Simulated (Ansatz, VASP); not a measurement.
Two plane-wave programs on MgS

```
S Mg
1.0
     0.00000    2.81411    2.81411
     2.81411    0.00000    2.81411
     2.81411    2.81411    0.00000
S Mg
1 1
Direct
  0.25000 0.25000 0.25000
  0.00000 0.00000 0.00000
```

Alike in both runs: task single point; functional HSE06; k mesh 6 × 6 × 6; occupations fermi-dirac, width 0.05 eV; no spin polarisation.

|  | VASP | Ansatz |
| --- | --- | --- |
| version | VASP 6.6.1 | Ansatz 0.2.0 |
| potentials or method | VASP PAW PBE potentials, release 64 (S, Mg) | Ansatz PAW |
| plane-wave cutoff (eV) | 520 | 420 |
| valence electrons in the cell | 8 | 16 |

```csv
,VASP,Ansatz,Ansatz less VASP
gap on the k mesh at the Fermi level (eV),4.61,4.62,+0.016
least direct gap on the mesh (eV),4.61,4.62,+0.016
pressure (GPa),1.0,1.1,+0.17
```

The functional is the same, so the differences come from potentials, cutoffs and numerics. VASP's potentials hold 8 valence electrons a cell and Ansatz's 16, so a difference there can come from the potentials and not from the codes.
